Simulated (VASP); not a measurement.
## Te: single point with PBE+D3(BJ)

Crystal: Te.

```xyz
3
Lattice="4.3163 0.0000 0.0000 -2.1581 3.7380 0.0000 0.0000 0.0000 5.9702" Properties=species:S:1:pos:R:3 pbc="T T T"
Te    1.2294    0.0000    1.9901
Te   -0.6147    1.0647    3.9802
Te    1.5434    2.6733    0.0000
```

* Program: VASP 6.6.1
* Task: single point
* Functional: PBE
* Dispersion: D3(BJ)
* Potentials or basis: VASP PAW PBE potentials, release 64 (Te)
* Cutoff: 520 eV
* k mesh: 12 × 12 × 8
* Occupations: gaussian, width 0.1 eV
* Spin: no spin polarisation

* Pressure: 0.0 GPa
* Largest force: 0.010 eV/Å
* Band gap on the k mesh: 0.01 eV
* Dispersion energy per atom: -0.457 eV

Forces in eV/Å, atoms in the order of the input:
```
Te   0.010  0.000  0.000
Te  -0.005  0.008  0.000
Te  -0.005 -0.008  0.000
```

Levels at points of the mesh, in eV from the valence-band top:
```tsv
k point	band 5	band 6	band 7	band 8	band 9	band 10	band 11	band 12	band 13	band 14
(0.00, 0.00, 0.00)	-2.58	-2.58	-1.77	-1.77	-1.14	0.99	0.99	1.69	4.87	4.87
(0.50, 0.00, 0.00)	-4.64	-4.00	-3.87	-0.83	-0.72	0.57	0.58	2.50	3.76	7.80
(0.00, 0.00, 0.50)	-2.65	-2.65	-1.27	-0.84	-0.84	0.25	0.34	0.34	3.70	5.09
(0.50, 0.00, 0.50)	-3.67	-3.65	-2.76	-2.50	-0.32	0.36	2.01	2.66	4.27	4.73
```

Wall time 50 s on 1 thread of Intel(R) Xeon(R) 6975P-C (Granite Rapids), on a shared host, peak memory 0.32 GiB.

Caveat: spin-orbit coupling is left out, which moves the levels of the heavy elements. A k mesh can miss the band edges.
